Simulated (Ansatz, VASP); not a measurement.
CuO: VASP beside Ansatz

```
Cu O
1.0
     3.11067    0.00000    0.00000
     0.00000    3.11067    0.00000
     0.00000    0.00000    4.55462
Cu O
2 2
Direct
  0.00000 0.00000 0.00000
  0.50000 0.50000 0.00000
  0.50000 0.00000 0.26700
  0.00000 0.50000 0.73300
```

Alike in both runs: task single point; functional r2SCAN; k mesh 8 × 8 × 6; occupations fermi-dirac, width 0.05 eV; no spin polarisation.

|  | VASP | Ansatz |
| --- | --- | --- |
| version | VASP 6.6.1 | Ansatz 0.2.0 |
| potentials or method | VASP PAW PBE potentials, release 64 (Cu, O) | Ansatz PAW |
| plane-wave cutoff (eV) | 520 | 500 |
| valence electrons in the cell | 34 | 50 |

Ansatz gave:

| Quantity | Value |
| --- | --- |
| gap on the k mesh at the Fermi level (eV) | none |
| pressure (GPa) | 22.6 |
| traceless stress, the component that is largest in VASP (GPa) | -31.24 |
| rms of the force components (eV/Å) | 0.268 |

Problem. Estimate VASP's values.

Solution. gap on the k mesh at the Fermi level (eV): none; pressure (GPa): 24.0; traceless stress, the component that is largest in VASP (GPa): -31.70; rms of the force components (eV/Å): 0.217.

VASP's potentials were made for PBE, not for r2SCAN. Atom by atom the forces differ by 0.051 eV/Å (rms over components). A gap of «none» marks a metal or a gap that the smearing closes. The functional is the same, so the differences come from potentials, cutoffs and numerics. VASP's potentials hold 34 valence electrons a cell and Ansatz's 50, so a difference there can come from the potentials and not from the codes.
